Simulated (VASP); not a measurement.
## ZnS: single point with r2SCAN

The system is ZnS.

```xyz
2
Lattice="0.6593 3.0712 3.0712 3.0712 0.6593 3.0712 3.0712 3.0712 0.6593" Properties=species:S:1:pos:R:3 pbc="T T T"
Zn    0.0000    0.0000    0.0000
S     5.1013    5.1013    5.1013
```

This cell differs from its parent crystal: ratio of the length along [111] to the lengths across it x 1.41, volume and fractional coordinates fixed.

| Item | Value |
| --- | --- |
| Program | VASP 6.6.1 |
| Task | single point |
| Functional | r2SCAN |
| Potentials or basis | VASP PAW PBE potentials, release 64 (Zn, S) |
| Cutoff | 520 eV |
| k mesh | 8 × 8 × 8 |
| Occupations | gaussian, width 0.05 eV |
| Spin | no spin polarisation |

```json
{"Pressure": "10.2 GPa", "Largest force": "0.376 eV/Å", "Band gap on the k mesh": "0.19 eV, direct"}
```

Forces in eV/Å, atoms in the order of the input:
```
Zn  -0.217 -0.217 -0.217
S    0.217  0.217  0.217
```

Stress tensor (GPa, compression positive):
```
 10.16 -10.80 -10.80
-10.80  10.16 -10.80
-10.80 -10.80  10.16
```

Levels at points of the mesh, in eV from the valence-band top:
```csv
k point,band 6,band 7,band 8,band 9,band 10,band 11,band 12,band 13
"(0.00, 0.00, 0.00)",-7.03,-2.62,0.00,0.00,0.19,6.17,7.96,7.96
"(0.50, 0.00, 0.00)",-6.73,-6.11,-2.33,-1.51,2.06,5.60,7.71,7.95
"(0.50, 0.50, 0.00)",-6.82,-5.69,-3.43,-1.90,2.04,4.89,7.82,10.84
"(0.50, 0.50, 0.50)",-7.03,-5.83,-0.22,-0.22,5.20,6.40,8.22,8.22
```

Wall time 2.3 min on 1 thread of AMD EPYC 9R45 96-Core Processor (Zen 5), on a shared host, peak memory 0.2 GiB.

Caveat: the PAW data sets were made with another functional, which shifts forces and pressure a little.
